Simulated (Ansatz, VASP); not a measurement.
One calculation of SnO, two programs

Contents of INCAR:

```
PREC = Accurate ; ENCUT = 520
EDIFF = 1E-7 ; ISMEAR = 0
SIGMA = 0.05 ; LREAL = False
LASPH = True ; NELM = 80
ALGO = Normal ; ISIF = 2
LWAVE = False ; LCHARG = False
NBANDS = 28
```

The input KPOINTS:

```
regular mesh
0
Gamma
  8 6 6
```

The input POSCAR:

```
SnO
1.0
    3.3550050000      0.0000000000      0.0000000000
    0.0000000000      5.6741040000      0.0000000000
    0.0000000000      0.0000000000      4.2219700000
Sn O
2 2
Direct
    0.0000000000      0.2319090000      0.4065586856
    0.5000000000      0.7680910000      0.0131440000
    0.0000000000      0.8912500000      0.7368570000
    0.5000000000      0.1087500000      0.2368570000
```

Input for Ansatz:

```yaml
crystal:
  lattice:
    - [3.355005, 0.0, 0.0]
    - [0.0, 5.674104, 0.0]
    - [0.0, 0.0, 4.22197]
  atoms:
    - { symbol: Sn, position: [0.0, 0.231909, 0.4065586856] }
    - { symbol: Sn, position: [0.5, 0.768091, 0.013144] }
    - { symbol: O, position: [0.0, 0.89125, 0.736857] }
    - { symbol: O, position: [0.5, 0.10875, 0.236857] }
basis:
  ecutwfc: 420
kpoints:
  mp_grid: { grid: [8, 6, 6] }
hamiltonian:
  xc: lda
scf:
  occupations: { method: gaussian, width: 0.05 }
output:
  forces: true
  stress: true
  eigenvalues: true
```

Alike in both runs: task single point; functional LDA; k mesh 8 × 6 × 6; occupations gaussian, width 0.05 eV; no spin polarisation.

```csv
,VASP,Ansatz
version,VASP 6.6.1,Ansatz 0.2.0
potentials or method,"VASP PAW LDA potentials, release 64 (Sn_d, O), cutoff 520 eV","scalar-relativistic, plane waves, PAW"
valence electrons in the cell,40,40
```

Ansatz gave:

| Property | Result |
| --- | --- |
| gap on the k mesh at the Fermi level (eV) | 1.06 |
| least direct gap on the mesh (eV) | 1.89 |
| pressure (GPa) | 1.1 |
| traceless stress, the component that is largest in VASP (GPa) | 6.96 |
| rms of the force components (eV/Å) | 1.365 |

Task: What did VASP give for the same quantities?

Result: gap on the k mesh at the Fermi level (eV): 1.03; least direct gap on the mesh (eV): 1.86; pressure (GPa): 1.4; traceless stress, the component that is largest in VASP (GPa): 7.02; rms of the force components (eV/Å): 1.394.

LDA's correlation is that of Perdew and Zunger in VASP and of Perdew and Wang (1992) in Ansatz. Atom by atom the forces differ by 0.050 eV/Å (rms over components).
